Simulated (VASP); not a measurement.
**NaH: relaxation of cell and atoms with PBE**

NaH:

```
CELL_PARAMETERS angstrom
3.38617 -0.03034 0.03161
-1.71936 2.98300 0.00012
0.10754 0.06255 11.49868
ATOMIC_POSITIONS crystal
Na 0.76102 0.39521 0.89300
Na 0.32250 0.63467 0.12114
Na 0.33383 0.61039 0.36329
Na 0.67935 0.34885 0.61541
H 0.02893 0.07720 0.99779
H 0.97692 0.01629 0.50990
H 0.62924 0.28306 0.22014
H 0.26820 0.63432 0.77933
```

- Program: VASP 6.6.1
- Task: relaxation of cell and atoms
- Functional: PBE
- Potentials or basis: VASP PAW PBE potentials, release 64 (Na_pv, H)
- Cutoff: 500 eV
- k mesh: 6 × 6 × 1
- Occupations: gaussian, width 0.1 eV
- Spin: no spin polarisation
- Dipole correction: no
- Further INCAR settings: ALGO = Normal; EDIFF = 1e-07; IBRION = 2; EDIFFG = -0.025; NSW = 80; ISIF = 3

- Relaxed volume: 14.18 Å³/atom
- Relaxed cell: a = 3.377 Å, b = 3.375 Å, c = 11.504 Å, α = 90.27°, β = 89.75°, γ = 120.09°
- Space group after relaxing (to 0.1 Å): Cmc2_1 (No. 36)
- Energy gained by relaxing: 71.6 meV/atom
- Ionic steps: 13
- Pressure after relaxing: 0.0 GPa
- Largest force after relaxing: 0.022 eV/Å
- Band gap on the k mesh: 3.54 eV (least direct gap 4.11 eV)

Forces in eV/Å, atoms in the order of the input:
```
Na   0.002 -0.012  0.013
Na   0.001  0.005 -0.009
Na  -0.001  0.012 -0.002
Na   0.009 -0.002  0.011
H   -0.001 -0.005  0.000
H   -0.001  0.010 -0.010
H   -0.009  0.012 -0.009
H    0.000 -0.021  0.007
```

The path:
```csv
step,energy change (eV),largest force (eV/Å),pressure (GPa),volume (Å³)
1,0.0000,1.1361,0.81,115.53
2,-0.1815,0.8111,0.21,116.76
3,-0.4041,0.3539,-0.82,119.87
4,-0.4153,0.3846,-1.00,120.64
5,-0.4623,0.2884,-0.68,118.25
6,-0.5243,0.2462,0.60,111.27
7,-0.5467,0.1355,0.32,112.26
8,-0.5605,0.0872,-0.06,113.84
9,-0.5674,0.0520,-0.08,113.88
10,-0.5699,0.0366,-0.08,113.92
11,-0.5716,0.0298,0.01,113.42
12,-0.5721,0.0286,0.09,113.01
13,-0.5729,0.0225,-0.01,113.45
```

Final structure:
```yaml
crystal:
  lattice:
    - [3.37680, -0.00180, 0.00705]
    - [-1.69039, 2.92131, -0.00761]
    - [0.02557, -0.01703, 11.50410]
  atoms:
    - { symbol: Na, position: [0.67636, 0.35069, 0.87734] }
    - { symbol: Na, position: [0.33617, 0.67022, 0.12222] }
    - { symbol: Na, position: [0.32589, 0.64788, 0.37829] }
    - { symbol: Na, position: [0.65850, 0.33003, 0.62142] }
    - { symbol: H, position: [0.00672, 0.01085, 0.00003] }
    - { symbol: H, position: [0.99213, 0.98743, 0.50037] }
    - { symbol: H, position: [0.66587, 0.32258, 0.25083] }
    - { symbol: H, position: [0.33837, 0.68033, 0.74950] }
```

Levels at points of the mesh, in eV from the valence-band top:
```
           k point  band 13  band 14  band 15  band 16  band 17  band 18  band 19  band 20
(0.00, 0.00, 0.00)    -3.59    -2.73    -2.51    -1.01     3.54     6.80     6.87    10.35
(0.50, 0.00, 0.00)    -0.82    -0.60    -0.44    -0.16     4.02     4.17     5.13     5.42
(0.00, 0.50, 0.00)    -0.84    -0.60    -0.44    -0.13     3.98     4.19     5.12     5.51
(0.50, 0.50, 0.00)    -0.82    -0.60    -0.45    -0.18     4.03     4.16     5.13     5.37
```

Wall time 5.7 min on 1 thread of Intel(R) Xeon(R) Platinum 8488C (Sapphire Rapids), with other jobs on the host, peak memory 0.25 GiB.

Caveat: the k points lie up to 0.55 Å⁻¹ apart in the final cell. A k mesh can miss the band edges.
